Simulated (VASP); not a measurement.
The system is Ca2C.

```xyz
3
Lattice="0.0000 3.1286 3.1286 3.1286 0.0000 3.1286 3.1286 3.1286 0.0000" Properties=species:S:1:pos:R:3 pbc="T T T"
C     0.0000    0.0000    0.0000
Ca    1.5643    1.5643    1.5643
Ca    4.6929    4.6929    4.6929
```

Base run:

| Item | Value |
| --- | --- |
| Program | VASP 6.6.1 |
| Functional | r2SCAN |
| Potentials or basis | VASP PAW PBE potentials, release 64 (C, Ca_sv) |
| Cutoff | 520 eV |
| k mesh | 6 × 6 × 6 |
| Occupations | gaussian, width 0.01 eV |
| Spin | no spin polarisation |

Its results: band gap on the k mesh 0.40 eV; pressure 0.4 GPa.

Question: The run is repeated on the same cell with these changes: functional from r2SCAN to HF; k mesh from 6 × 6 × 6 to 4 × 4 × 4. What comes out?

Answer: Band gap on the k mesh 6.28 eV; pressure 5.7 GPa.

Several settings changed at once.

Caveats: some runs use coarse meshes; the PAW data sets were made with another functional, which shifts forces and pressure a little.

A k mesh can miss the band edges.
